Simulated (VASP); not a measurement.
# CdS (F-43m) in VASP: settings compared

Aim: see how the results for CdS move with the level of theory and the settings. Levels: PBEsol-based screened hybrid with 25 % exact exchange, r2SCAN+rVV10, r2SCAN0, r2SCAN+D3(BJ). Tasks: single point.

Everything below comes from runs of VASP 6.6.1. Logs are shortened: lines on timing, memory, paths and dates and some standing lists are left out, and cuts for length are marked.

### 1 The cell of the first run

Symmetry: F-43m, No. 216, cubic system. The conventional cell has a = 5.754 Å, b = 5.754 Å, c = 5.754 Å, α = 90.00°, β = 90.00°, γ = 90.00°. Cd (site symmetry -43m) has 4 S at 2.49 Å within 3.3 Å. Within 3.3 Å of S (site symmetry -43m) lie 4 Cd at 2.49 Å.

### 2 Single point, PBEsol-based screened hybrid with 25 % exact exchange

Contents of POSCAR:

```
CdS
1.0
    0.0000000000      2.8770830059      2.8770830059
    2.8770830059      0.0000000000      2.8770830059
    2.8770830059      2.8770830059      0.0000000000
Cd S
1 1
Direct
    0.0000000000      0.0000000000      0.0000000000
    0.7500000000      0.7500000000      0.7500000000
```

Contents of INCAR.step1:

```
ALGO = Normal ; EDIFF = 1E-5
ENCUT = 470 ; GGA = PE
GGA_COMPAT = False ; ISIF = 2
ISMEAR = -1 ; LASPH = True
LREAL = False ; LWAVE = True
NBANDS = 20 ; NELM = 120
PREC = Accurate ; SIGMA = 0.05
```

Contents of INCAR.step2:

```
AEXX = 0.25 ; ALGO = Normal
EDIFF = 1E-6 ; ENCUT = 470
GGA = PS ; GGA_COMPAT = False
HFSCREEN = 0.207 ; ISIF = 2
ISMEAR = -1 ; ISTART = 1
LASPH = True ; LCHARG = True
LELF = True ; LHFCALC = True
LREAL = False ; LVHAR = True
LWAVE = False ; NBANDS = 20
NELM = 120 ; PREC = Accurate
PRECFOCK = Normal ; SIGMA = 0.05
```

Contents of KPOINTS:

```
k-points
0
Gamma
  4 4 4
```

Potentials or basis: VASP PAW PBE potentials, release 64 (Cd_sv_GW, S).

Launch:

```
> cat potpaw_PBE.64/Cd_sv_GW/POTCAR potpaw_PBE.64/S/POTCAR > POTCAR
> cp INCAR.step1 INCAR
> mpirun -np 1 vasp_std > vasp.out
> cp INCAR.step2 INCAR
> mpirun -np 1 vasp_std > vasp.out
```

OUTCAR:

```text
AEXX = 0.25
   EDIFF = 1E-6
   ENCUT = 470
   GGA = PS
   HFSCREEN = 0.207
   ISIF = 2
   ISMEAR = -1
   ISTART = 1
   LASPH = True
   LHFCALC = True
   LREAL = False
   NELM = 120
   PREC = Accurate
   PRECFOCK = Normal

 ion  position               nearest neighbor table
   1  0.000  0.000  0.000-   2 2.49   2 2.49   2 2.49   2 2.49
   2  0.750  0.750  0.750-   1 2.49   1 2.49   1 2.49   1 2.49

  LATTYP: Found a face centered cubic cell.
 ALAT       =     5.7541660118

  Lattice vectors:

 A1 = (   0.0000000000,   2.8770830059,   2.8770830059)
 A2 = (   2.8770830059,   0.0000000000,   2.8770830059)
 A3 = (   2.8770830059,   2.8770830059,   0.0000000000)

Analysis of symmetry for initial positions (statically):
=====================================================================
 Subroutine PRICEL returns:
 Original cell was already a primitive cell.

 Routine SETGRP: Setting up the symmetry group for a
 face centered cubic supercell.

 Subroutine GETGRP returns: Found 24 space group operations
 (whereof 24 operations were pure point group operations)
 out of a pool of 48 trial point group operations.

The static configuration has the point symmetry T_d .

Analysis of symmetry for dynamics (positions and initial velocities):
=====================================================================
 Subroutine PRICEL returns:
 Original cell was already a primitive cell.

 Routine SETGRP: Setting up the symmetry group for a
 face centered cubic supercell.

 Subroutine GETGRP returns: Found 24 space group operations
 (whereof 24 operations were pure point group operations)
 out of a pool of 48 trial point group operations.

The dynamic configuration has the point symmetry T_d .

 Subroutine INISYM returns: Found 24 space group operations
 (whereof 24 operations are pure point group operations),
 and found     1 'primitive' translations

----------------------------------------------------------------------------------------

                                     Primitive cell

  volume of cell :      47.6307

  direct lattice vectors                    reciprocal lattice vectors
     0.000000000  2.877083006  2.877083006    -0.173787131  0.173787131  0.173787131
[... 70 lines left out ...]
   LREAL  =      F    real-space projection
   EDIFFG = 0.1E-04   stopping-criterion for IOM
   NSW    =      0    number of steps for IOM
   IBRION =     -1    ionic relax: 0-MD 1-quasi-New 2-CG
   NFREE  =      0    steps in history (QN), initial steepest desc. (CG)
   ISIF   =      2    stress and relaxation
   ISYM   =      3    0-nonsym 1-usesym 2-fastsym
   POTIM  = 0.5000    time-step for ionic-motion
   TEBEG  =    0.0;   TEEND  =   0.0 temperature during run
   PSTRESS=    0.0 pullay stress
   NELECT =      26.0000    total number of electrons
   NUPDOWN=      -1.0000    fix difference up-down
   EMIN   =  10.00;   EMAX   =-10.00  energy-range for DOS
   EFERMI =   0.00;   METHOD = LEGACY
   ISMEAR =    -1;   SIGMA  =   0.05  broadening in eV -4-tet -1-fermi 0-gaus
   EFERMI_NEDOS =   21; number of points for ismear=-14 and -15
   IALGO  =     38    algorithm
   IMIX   =      1    mixing-type and parameters
     AMIX     =   0.40;   BMIX     =  1.00
     AMIX_MAG =   1.60;   BMIX_MAG =  1.00
  volume/ion in A,a.u.               =      23.82       160.71
  Fermi-wavevector in a.u.,A,eV,Ry     =   1.337941  2.528341 24.355592  1.790086
  Thomas-Fermi vector in A             =   2.466450
   LORBIT       =      0    0 simple, 1 ext, 2 COOP (PROOUT), +10 PAW based schemes
   GGA     = PS    functional components
   LHFCALC =     T    Hartree Fock is set to
   PRECFOCK=normal    Normal, Fast or Accurate (Low or Medium for compatibility)
   ENCUT4O =  -1.0   cutoff for four orbital integrals eV
   NKREDX  =     1    reduce k-point grid by
   NKREDY  =     1    reduce k-point grid by
   NKREDZ  =     1    reduce k-point grid by
   AEXX    =    0.2500 exact exchange contribution
   HFSCREEN=    0.2070 screening length (either q_TF or 0.3 A-1)
   HFSCREENC=   0.2070 screening length for correlation (either q_TF or 0.3 A-1)
   ENCUTFOCK=  -1.0 apply spherical cutoff to Coloumb kernel
   IVDW    =     0    specifies the selected vdW correction
   LEPSILON=     F    determine dielectric tensor
   LRPA    =     F    only Hartree local field effects (RPA)
 non-spin polarized calculation
  energy-cutoff  :      470.00
  volume of cell :       47.63
 maximum number of plane-waves:      1124
 NGX is ok and might be reduce to    30
  NGX = 24; NGY = 24; NGZ = 24

 number of electron      25.9999993 magnetization

 Free energy of the ion-electron system (eV)
  ---------------------------------------------------
  ext. energy  EPLUGINS =         0.00000000
  ---------------------------------------------------
  free energy    TOTEN  =        -8.13066938 eV

  energy without entropy =       -8.13066938  energy(sigma->0) =       -8.13066938

 E-fermi :   3.6557     XC(G=0):  -8.0085

 val. band max:        2.5579552108   @ k =   0.0000   0.0000   0.0000
 cond. band min:       4.6784781109   @ k =   0.0000   0.0000   0.0000
 fundamental gap:      2.1205229000
 Fermi energy:         3.6557410673

 k-point     1 :       0.0000    0.0000    0.0000
  band No.  band energies     occupation
      1    -103.8078      2.00000
      2     -63.5612      2.00000
      3     -63.5612      2.00000
      4     -63.5612      2.00000
      5     -11.2841      2.00000
      6      -6.4995      2.00000
[... 173 lines left out ...]
     19      17.0537      0.00000
     20      17.4628      0.00000

------------------------ aborting loop because EDIFF is reached ----------------------------------------

  FORCE on cell =-STRESS in cart. coord.  units (eV):
  Direction    XX          YY          ZZ          XY          YZ          ZX
  --------------------------------------------------------------------------------------
  -------------------------------------------------------------------------------------
  Total        0.2719653      0.2719653      0.2719653      0.0000000     -0.0000000      0.0000000
  in kB        9.1482281      9.1482281      9.1482281      0.0000000     -0.0000000      0.0000000
  external PRESSURE =       9.1482281 kB  Pullay stress =       0.0000000 kB

 VOLUME and BASIS-vectors are now :
 -----------------------------------------------------------------------------
  energy-cutoff  :      470.00
  volume of cell :       47.63
      direct lattice vectors                 reciprocal lattice vectors
     0.000000000  2.877083006  2.877083006    -0.173787131  0.173787131  0.173787131
     2.877083006  0.000000000  2.877083006     0.173787131 -0.173787131  0.173787131
     2.877083006  2.877083006  0.000000000     0.173787131  0.173787131 -0.173787131

 POSITION                                       TOTAL-FORCE (eV/Angst)
 -----------------------------------------------------------------------------------
      0.00000      0.00000      0.00000        -0.000000     -0.000000     -0.000000
      4.31562      4.31562      4.31562         0.000000      0.000000      0.000000
 -----------------------------------------------------------------------------------
    total drift:                                0.000012      0.000030      0.000011

  FREE ENERGIE OF THE ION-ELECTRON SYSTEM (eV)
  ---------------------------------------------------
  free  energy   TOTEN  =        -8.1306693755 eV

  energy  without entropy=       -8.1306693754  energy(sigma->0) =       -8.13066938
```

OUTCAR.step1:

```text
EDIFF = 1E-5
   ENCUT = 470
   GGA = PE
   ISIF = 2
   ISMEAR = -1
[... 386 lines left out ...]
 -----------------------------------------------------------------------------------
      0.00000      0.00000      0.00000         0.000000      0.000000      0.000000
      4.31562      4.31562      4.31562        -0.000000     -0.000000     -0.000000
 -----------------------------------------------------------------------------------
    total drift:                                0.000000      0.000000      0.000000

  FREE ENERGIE OF THE ION-ELECTRON SYSTEM (eV)
  ---------------------------------------------------
  free  energy   TOTEN  =        -6.1034899112 eV

  energy  without entropy=       -6.1034895401  energy(sigma->0) =       -6.10348973
```

OSZICAR.step1:

```text
N       E                     dE             d eps       ncg     rms          rms(c)
DAV:   1     0.399964727376E+03    0.39996E+03   -0.13361E+04   320   0.151E+03
DAV:   2     0.300576436608E+02   -0.36991E+03   -0.33906E+03   320   0.567E+02
DAV:   3    -0.504626494812E+01   -0.35104E+02   -0.34701E+02   464   0.191E+02
DAV:   4    -0.660664002139E+01   -0.15604E+01   -0.15593E+01   424   0.446E+01
DAV:   5    -0.666709097098E+01   -0.60451E-01   -0.60445E-01   476   0.829E+00    0.232E+01
DAV:   6    -0.612342283516E+01    0.54367E+00   -0.12247E+00   512   0.191E+01    0.172E+01
DAV:   7    -0.611421608061E+01    0.92068E-02   -0.50839E-01   496   0.621E+00    0.498E+00
DAV:   8    -0.610338754546E+01    0.10829E-01   -0.56373E-02   500   0.278E+00    0.354E-01
DAV:   9    -0.610337048954E+01    0.17056E-04   -0.44505E-03   464   0.126E+00    0.785E-02
DAV:  10    -0.610345560248E+01   -0.85113E-04   -0.10976E-04   384   0.932E-02    0.426E-02
DAV:  11    -0.610348852677E+01   -0.32924E-04   -0.52356E-05   344   0.845E-02    0.236E-02
DAV:  12    -0.610348991123E+01   -0.13845E-05   -0.58294E-06   328   0.647E-02
   1 F= -.61034899E+01 E0= -.61034897E+01  d E =-.371128E-06
```

Wall time 9.7 min (1 thread of Intel Xeon Platinum 8488C (Sapphire Rapids), shared host); peak memory 0.28 GiB.

Results:

```
Free energy            : -8.1307 eV
Pressure               : 0.9 GPa
Band gap on the k mesh : 2.12 eV
```

Caveat: the k points lie up to 0.47 Å⁻¹ apart; the PAW data sets were made with another functional, which shifts forces and pressure a little.

[end of part 1 of 2]
